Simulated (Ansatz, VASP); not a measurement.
## NaH in VASP and in Ansatz

```
Na H
1.0
     0.00000    2.46293    2.46293
     2.46293    0.00000    2.46293
     2.46293    2.46293    0.00000
Na H
1 1
Direct
  0.00000 0.00000 0.00000
  0.50000 0.50000 0.50000
```

Change from the starting cell: volume scaled by 1.06, PAW files.

Alike in both runs: task electric field gradients; functional PBE; k mesh 12 × 12 × 12; occupations fermi-dirac, width 0.08 eV; no spin polarisation.

|  | VASP | Ansatz |
| --- | --- | --- |
| version | VASP 6.6.1 | Ansatz 0.2.0 |
| potentials or method | VASP PAW PBE potentials, release 64 (Na_pv, H) | PAW with Ansatz's default frozen-core files, scalar-relativistic |
| plane-wave cutoff (eV) | 520 | 420 |
| valence electrons in the cell | 8 | 10 |

```csv
,VASP,Ansatz,Ansatz less VASP
gap on the k mesh at the Fermi level (eV),3.67,3.67,+0.002
pressure (GPa),-1.2,-1.2,+0.04
```

With one functional, cell and mesh, what is left measures potentials, basis and numerics. VASP's potentials hold 8 valence electrons a cell and Ansatz's 10, so a difference there can come from the potentials and not from the codes.
